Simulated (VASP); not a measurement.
# MgS (I4/mmm) in VASP: further runs

Runs on MgS. Level: PBEsol. Tasks: single point.

Program: VASP 6.6.1. These are calculated values, not measurements. Logs are shortened: lines on timing, memory, paths and dates and some standing lists are left out, and cuts for length are marked.

**1. The cell of the first run**

Symmetry: I4/mmm, No. 139, tetragonal system. Conventional cell: a = 3.679 Å, b = 3.679 Å, c = 5.073 Å, α = 90.00°, β = 90.00°, γ = 90.00°. Mg (site symmetry 4/mmm) has 6 S at 2.54 to 2.60 Å within 3.3 Å. S (site symmetry 4/mmm) has 6 Mg at 2.54 to 2.60 Å within 3.3 Å.

**2. Single point, PBEsol (strain +0.000 along x and y, -0.025 along z)**

Input file INCAR:

```
PREC = Accurate
ENCUT = 520
EDIFF = 1E-6
ISMEAR = 0
SIGMA = 0.05
LREAL = F
LASPH = T
NELM = 80
ALGO = Normal
ISIF = 2
LWAVE = F
LCHARG = T
GGA = PS
LELF = T
LVHAR = T
NBANDS = 11
```

Input file KPOINTS:

```
regular mesh
0
Gamma
  8 8 8
```

Input file POSCAR:

```
MgS
1.0
    0.0000000000      2.6016500000      2.5366087500
    2.6016500000      0.0000000000      2.5366087500
    2.6016500000      2.6016500000      0.0000000000
Mg S
1 1
Direct
    0.0000000000      0.0000000000      0.0000000000
    0.5000000000      0.5000000000      0.5000000000
```

Potentials or basis: VASP PAW PBE potentials, release 64 (Mg, S).

Started as:

```sh
$ cat potpaw_PBE.64/Mg/POTCAR potpaw_PBE.64/S/POTCAR > POTCAR
$ mpirun -np 1 vasp_std > vasp.out
```

OUTCAR:

```text
PREC = Accurate
   ENCUT = 520
   EDIFF = 1E-6
   ISMEAR = 0
   LREAL = F
   LASPH = T
   NELM = 80
   ISIF = 2
   GGA = PS

 ion  position               nearest neighbor table
   1  0.000  0.000  0.000-   2 2.54   2 2.54   2 2.60   2 2.60   2 2.60   2 2.60
   2  0.500  0.500  0.500-   1 2.54   1 2.54   1 2.60   1 2.60   1 2.60   1 2.60

  LATTYP: Found a body centered tetragonal cell.
 ALAT       =     3.6792887145
 C/A-ratio  =     1.3788582233

  Lattice vectors:

 A1 = (   0.0000000000,  -2.6016500000,  -2.5366087500)
 A2 = (   0.0000000000,   2.6016500000,  -2.5366087500)
 A3 = (   2.6016500000,   0.0000000000,   2.5366087500)

Analysis of symmetry for initial positions (statically):
=====================================================================
 Subroutine PRICEL returns:
 Original cell was already a primitive cell.

 Routine SETGRP: Setting up the symmetry group for a
 body centered tetragonal supercell.

 Subroutine GETGRP returns: Found 16 space group operations
 (whereof 16 operations were pure point group operations)
 out of a pool of 16 trial point group operations.

The static configuration has the point symmetry D_4h.

Analysis of symmetry for dynamics (positions and initial velocities):
=====================================================================
 Subroutine PRICEL returns:
 Original cell was already a primitive cell.

 Routine SETGRP: Setting up the symmetry group for a
 body centered tetragonal supercell.

 Subroutine GETGRP returns: Found 16 space group operations
 (whereof 16 operations were pure point group operations)
 out of a pool of 16 trial point group operations.

The dynamic configuration has the point symmetry D_4h.

 Subroutine INISYM returns: Found 16 space group operations
 (whereof 16 operations are pure point group operations),
 and found     1 'primitive' translations

----------------------------------------------------------------------------------------

                                     Primitive cell

  volume of cell :      34.3385

  direct lattice vectors                    reciprocal lattice vectors
     0.000000000  2.601650000  2.536608750    -0.192185728  0.192185728  0.197113567
     2.601650000  0.000000000  2.536608750     0.192185728 -0.192185728  0.197113567
     2.601650000  2.601650000  0.000000000     0.192185728  0.192185728 -0.197113567

  length of vectors
     3.633588677  3.633588677  3.679288715     0.335744645  0.335744645  0.335744645

[... 83 lines left out ...]
   NSW    =      0    number of steps for IOM
   IBRION =     -1    ionic relax: 0-MD 1-quasi-New 2-CG
   NFREE  =      0    steps in history (QN), initial steepest desc. (CG)
   ISIF   =      2    stress and relaxation
   ISYM   =      2    0-nonsym 1-usesym 2-fastsym
   POTIM  = 0.5000    time-step for ionic-motion
   TEBEG  =    0.0;   TEEND  =   0.0 temperature during run
   PSTRESS=    0.0 pullay stress
   NELECT =       8.0000    total number of electrons
   NUPDOWN=      -1.0000    fix difference up-down
   EMIN   =  10.00;   EMAX   =-10.00  energy-range for DOS
   EFERMI =   0.00;   METHOD = LEGACY
   ISMEAR =     0;   SIGMA  =   0.05  broadening in eV -4-tet -1-fermi 0-gaus
   EFERMI_NEDOS =   21; number of points for ismear=-14 and -15
   IALGO  =     38    algorithm
   IMIX   =      4    mixing-type and parameters
     AMIX     =   0.40;   BMIX     =  1.00
     AMIX_MAG =   1.60;   BMIX_MAG =  1.00
  volume/ion in A,a.u.               =      17.17       115.86
  Fermi-wavevector in a.u.,A,eV,Ry     =   1.007344  1.903604 13.806399  1.014742
  Thomas-Fermi vector in A             =   2.140143
   LORBIT       =      0    0 simple, 1 ext, 2 COOP (PROOUT), +10 PAW based schemes
   GGA     = PS    functional components
   LHFCALC =     F    Hartree Fock is set to
   AEXX    =    0.0000 exact exchange contribution
   IVDW    =     0    specifies the selected vdW correction
   LEPSILON=     F    determine dielectric tensor
   LRPA    =     F    only Hartree local field effects (RPA)
 non-spin polarized calculation
 Gauss-broadening in eV      SIGMA  =   0.05
  energy-cutoff  :      520.00
  volume of cell :       34.34
 maximum number of plane-waves:       938
   NGX = 13   NGY = 13   NGZ = 13

 number of electron       7.9999999 magnetization

 Free energy of the ion-electron system (eV)
  ---------------------------------------------------
  ext. energy  EPLUGINS =         0.00000000
  ---------------------------------------------------
  free energy    TOTEN  =        -9.06842220 eV

  energy without entropy =       -9.06842220  energy(sigma->0) =       -9.06842220

 E-fermi :   4.2109     XC(G=0):  -9.9409

 val. band max:        3.9415229072   @ k =   0.0000   0.0000   0.0000
 cond. band min:       6.5769302212   @ k =   0.5000   0.5000   0.0000
 fundamental gap:      2.6354073140
 Fermi energy:         4.2109224262

 k-point     1 :       0.0000    0.0000    0.0000
  band No.  band energies     occupation
      1      -8.9282      2.00000
      2       3.8261      2.00000
      3       3.9415      2.00000
      4       3.9415      2.00000
      5       7.6970      0.00000
      6      11.6568      0.00000
      7      11.6568      0.00000
      8      11.9225      0.00000
      9      14.0624      0.00000
     10      14.4182      0.00000
     11      16.2654      0.00000
[... 309 lines left out ...]
 k-point    24 :       0.3750    0.0000    0.1250
  band No.  band energies     occupation
      1      -7.8791      2.00000
      2       0.0219      2.00000
      3       2.9105      2.00000
      4       3.0855      2.00000
      5       9.1398      0.00000
      6      10.4233      0.00000
      7      12.0113      0.00000
      8      12.2558      0.00000
      9      15.4215      0.00000
     10      16.7151      0.00000
     11      16.8552      0.00000

 [... further k-points ...]
[... 5 lines left out ...]
  --------------------------------------------------------------------------------------
  -------------------------------------------------------------------------------------
  Total       -0.0218032     -0.0218032      0.6505639      0.0000000     -0.0000000     -0.0000000
  in kB       -1.0173014     -1.0173014     30.3542382      0.0000000     -0.0000000     -0.0000000
  external PRESSURE =       9.4398785 kB  Pullay stress =       0.0000000 kB

 VOLUME and BASIS-vectors are now :
 -----------------------------------------------------------------------------
  energy-cutoff  :      520.00
  volume of cell :       34.34
      direct lattice vectors                 reciprocal lattice vectors
     0.000000000  2.601650000  2.536608750    -0.192185728  0.192185728  0.197113567
     2.601650000  0.000000000  2.536608750     0.192185728 -0.192185728  0.197113567
     2.601650000  2.601650000  0.000000000     0.192185728  0.192185728 -0.197113567

 POSITION                                       TOTAL-FORCE (eV/Angst)
 -----------------------------------------------------------------------------------
      0.00000      0.00000      0.00000        -0.000000     -0.000000     -0.000000
      2.60165      2.60165      2.53661         0.000000      0.000000      0.000000
 -----------------------------------------------------------------------------------
    total drift:                                0.000000      0.000000      0.000000

  FREE ENERGIE OF THE ION-ELECTRON SYSTEM (eV)
  ---------------------------------------------------
  free  energy   TOTEN  =        -9.0684222040 eV

  energy  without entropy=       -9.0684222040  energy(sigma->0) =       -9.06842220
```

stdout:

```text
POSCAR found type information on POSCAR MgS
 POSCAR found :  2 types and       2 ions
 scaLAPACK will be used
 -----------------------------------------------------------------------------
|                                                                             |
|                                                                             |
|     You enforced a specific xc type in the INCAR file but a different       |
|     I HOPE YOU KNOW WHAT YOU ARE DOING!                                     |
|                                                                             |
 -----------------------------------------------------------------------------

 LDA part: xc-table for (Slater+PW92), standard interpolation
 POSCAR, INCAR and KPOINTS ok, starting setup
 FFT: planning ... GRIDC
 FFT: planning ... GRID_SOFT
 FFT: planning ... GRID
 WAVECAR not read
 entering main loop
```

It took 13 s on 1 thread of Intel Xeon Platinum 8488C (Sapphire Rapids), shared host; peak memory 0.17 GiB.

What came out:

```yaml
Free_energy: -9.0684 eV
Pressure: 0.9 GPa
Band_gap_on_the_k_mesh: 2.64 eV, indirect (least direct gap 3.76 eV)
```

Caveat: the cell differs from its parent crystal (strain +0.000 along x and y, -0.025 along z); the PAW data sets were made with another functional, which shifts forces and pressure a little. A k mesh can miss the band edges.

**3. Single point, PBEsol (strain -0.025 along x and y, +0.025 along z)**

Input file INCAR:

```
PREC     = Accurate       # precision mode
ENCUT    = 520            # plane-wave cutoff, eV
EDIFF    = 1E-6           # SCF threshold, eV
ISMEAR   = 0              # smearing method
SIGMA    = 0.05           # smearing width, eV
LREAL    = False          # projectors in reciprocal space
LASPH    = True           # aspherical terms in the spheres
NELM     = 60             # most SCF steps
ALGO     = Normal         # electronic algorithm
ISIF     = 2              # what is computed and relaxed
LWAVE    = False          # write WAVECAR
LCHARG   = True           # write CHGCAR
GGA      = PS             # functional
LELF     = True           # ELF
LVHAR    = True         
NBANDS   = 11             # bands
```

Input file KPOINTS:

```
Automatic mesh
0
Gamma
  8 8 8
```

Input file POSCAR:

```
MgS
1.0
    0.0000000000      2.5366087500      2.6666912500
    2.5366087500      0.0000000000      2.6666912500
    2.5366087500      2.5366087500      0.0000000000
Mg S
1 1
Direct
    0.0000000000      0.0000000000      0.0000000000
    0.5000000000      0.5000000000      0.5000000000
```

Potentials or basis: VASP PAW PBE potentials, release 64 (Mg, S).

Started as:

```sh
$ cat potpaw_PBE.64/Mg/POTCAR potpaw_PBE.64/S/POTCAR > POTCAR
$ mpirun -np 1 vasp_std > vasp.out
```

It took 9 s on 1 thread of Intel Xeon 6975P-C (Granite Rapids), shared host; peak memory 0.16 GiB.

The run converged. Its results:

```
Free energy            : -9.0534 eV
Pressure               : 1.3 GPa
Band gap on the k mesh : 2.56 eV, indirect (least direct gap 3.67 eV)
```

Stress tensor (GPa, compression positive):
```
 3.18  0.00  0.00
 0.00  3.18  0.00
 0.00  0.00 -2.44
```

Levels at points of the mesh, in eV from the valence-band top:
| k point | band 1 | band 2 | band 3 | band 4 | band 5 | band 6 | band 7 | band 8 | band 9 |
| --- | --- | --- | --- | --- | --- | --- | --- | --- | --- |
| (0.00, 0.00, 0.00) | -12.96 | -0.19 | -0.19 | 0.00 | 3.67 | 7.38 | 7.91 | 7.91 | 9.85 |
| (0.50, 0.00, 0.00) | -11.57 | -5.16 | -0.84 | -0.68 | 4.28 | 6.53 | 7.02 | 10.23 | 11.99 |
| (0.50, 0.50, 0.00) | -11.31 | -4.56 | -1.74 | -1.74 | 2.85 | 4.16 | 11.66 | 12.71 | 13.64 |
| (0.50, 0.00, 0.50) | -11.10 | -4.50 | -2.18 | -1.75 | 2.56 | 3.99 | 12.15 | 12.61 | 12.76 |

Caveat: the cell differs from its parent crystal (strain -0.025 along x and y, +0.025 along z); the PAW data sets were made with another functional, which shifts forces and pressure a little. A k mesh can miss the band edges.

**4. Single point, PBEsol (strain +0.000 along x and y, +0.025 along z)**

Input file INCAR:

```
PREC = Accurate
ENCUT = 520
EDIFF = 1E-6
ISMEAR = 0
SIGMA = 0.05
LREAL = F
LASPH = T
NELM = 80
ALGO = Normal
ISIF = 2
LWAVE = F
LCHARG = F
GGA = PS
NBANDS = 11
```

KPOINTS is that of step 3.

Input file POSCAR:

```
MgS
1.0
    0.0000000000      2.6016500000      2.6666912500
    2.6016500000      0.0000000000      2.6666912500
    2.6016500000      2.6016500000      0.0000000000
Mg S
1 1
Direct
    0.0000000000      0.0000000000      0.0000000000
    0.5000000000      0.5000000000      0.5000000000
```

Started as:

```sh
$ cat potpaw_PBE.64/Mg/POTCAR potpaw_PBE.64/S/POTCAR > POTCAR
$ mpirun -np 1 vasp_std > vasp.out
```

Run time: 7.8 s. Hardware: 1 thread of Intel Xeon 6975P-C (Granite Rapids), shared host; peak memory 0.17 GiB.

It converged, with:

- Free energy: -9.0584 eV
- Pressure: -2.8 GPa
- Band gap on the k mesh: 2.55 eV, indirect (least direct gap 3.34 eV)

Stress tensor (GPa, compression positive):
```
-2.09  0.00  0.00
 0.00 -2.09  0.00
 0.00  0.00 -4.23
```

Levels at points of the mesh, in eV from the valence-band top:
| k point | band 2 | band 3 | band 4 | band 5 | band 6 | band 7 |
| --- | --- | --- | --- | --- | --- | --- |
| (0.00, 0.00, 0.00) | -0.10 | -0.10 | 0.00 | 3.34 | 7.64 | 7.89 |
| (0.50, 0.00, 0.00) | -4.83 | -0.68 | -0.60 | 4.29 | 6.62 | 6.86 |
| (0.50, 0.50, 0.00) | -4.22 | -1.65 | -1.65 | 2.68 | 4.31 | 11.39 |
| (0.50, 0.00, 0.50) | -4.19 | -1.86 | -1.65 | 2.55 | 4.22 | 11.64 |

Caveat: the cell differs from its parent crystal (strain +0.000 along x and y, +0.025 along z); the PAW data sets were made with another functional, which shifts forces and pressure a little.

**5. Overview**

```tsv
cell	gap on the mesh (eV)	pressure (GPa)
a = 3.634, b = 3.634, c = 3.679 Å, angles 59.6, 59.6, 60.8°, 2 atoms	2.64	0.9
a = 3.680, b = 3.680, c = 3.587 Å, angles 60.8, 60.8, 58.3°, 2 atoms	2.56	1.3
a = 3.726, b = 3.726, c = 3.679 Å, angles 60.4, 60.4, 59.2°, 2 atoms	2.55	-2.8
```

Alike in all rows: task single point; level PBEsol; potentials or basis VASP PAW PBE potentials, release 64 (Mg, S); no spin polarisation; k mesh 8 × 8 × 8; cutoff (eV) 520; smearing gaussian 0.05 eV.

Caveats: the PAW data sets were made with another functional, which shifts forces and pressure a little.

Total energies depend on the potentials used, so only differences within one code and one set of settings carry meaning.
